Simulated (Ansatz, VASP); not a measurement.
# Two plane-wave programs on Ti3W

Contents of INCAR:

```
  ALGO = Normal
  EDIFF = 1E-6
  EDIFFG = -0.04
  ENCUT = 600
  GGA = PE
  IBRION = 2
  ISIF = 3
  ISMEAR = 0
  LASPH = T
  LCHARG = F
  LREAL = F
  LWAVE = F
  NELM = 80
  NSW = 90
  PREC = Accurate
  SIGMA = 0.1
```

File KPOINTS:

```
k-points
0
Gamma
  6 6 6
```

File POSCAR:

```
Ti3W
1.0
   -1.8851182017      1.8851182017      4.2109133857
    1.8851182017     -1.8851182017      4.2109133857
    1.8851182017      1.8851182017     -4.2109133857
Ti W
3 1
Direct
    0.5000000000      0.5000000000      0.0000000000
    0.2500000000      0.7500000000      0.5000000000
    0.7500000000      0.2500000000      0.5000000000
    0.0000000000      0.0000000000      0.0000000000
```

Input for Ansatz:

```yaml
crystal:
  lattice:
    - [-1.8851182017, 1.8851182017, 4.2109133857]
    - [1.8851182017, -1.8851182017, 4.2109133857]
    - [1.8851182017, 1.8851182017, -4.2109133857]
  atoms:
    - { symbol: Ti, position: [0.5, 0.5, 0.0] }
    - { symbol: Ti, position: [0.25, 0.75, 0.5] }
    - { symbol: Ti, position: [0.75, 0.25, 0.5] }
    - { symbol: W, position: [0.0, 0.0, 0.0] }
basis:
  ecutwfc: 420
kpoints:
  mp_grid: { grid: [6, 6, 6] }
hamiltonian:
  xc: pbe
scf:
  occupations: { method: gaussian, width: 0.1 }
  lower_state_search: "off"
output:
  forces: true
  stress: true
  eigenvalues: true
relax:
  adjacent_minimum: "off"
  f_tol: 0.04
  max_steps: 70
  cell: { stress_tol: 0.4 }
```

Alike in both runs: task relaxation of cell and atoms; functional PBE; k mesh 6 × 6 × 6; occupations gaussian, width 0.1 eV; no spin polarisation.

```csv
,VASP,Ansatz
version,VASP 6.6.1,Ansatz 0.2.0
potentials or method,"VASP PAW PBE potentials, release 64 (Ti_sv, W_sv), cutoff 600 eV","scalar-relativistic, plane waves, PAW"
valence electrons in the cell,50,50
```

VASP gave:

| Quantity | Value |
| --- | --- |
| gap on the k mesh at the Fermi level, each at its own relaxed structure (eV) | none |
| relaxed volume (Å³/atom) | 16.64 |
| relaxed cell length with the largest relative difference (Å) | 5.303 |

Task: What did Ansatz give for the same quantities?

Result: gap on the k mesh at the Fermi level, each at its own relaxed structure (eV): none; relaxed volume (Å³/atom): 16.62; relaxed cell length with the largest relative difference (Å): 5.314.

A gap of «none» marks a metal or a gap that the smearing closes.

The k mesh is coarse, so the values compare programs but aren't converged. Spin-orbit coupling is off throughout.
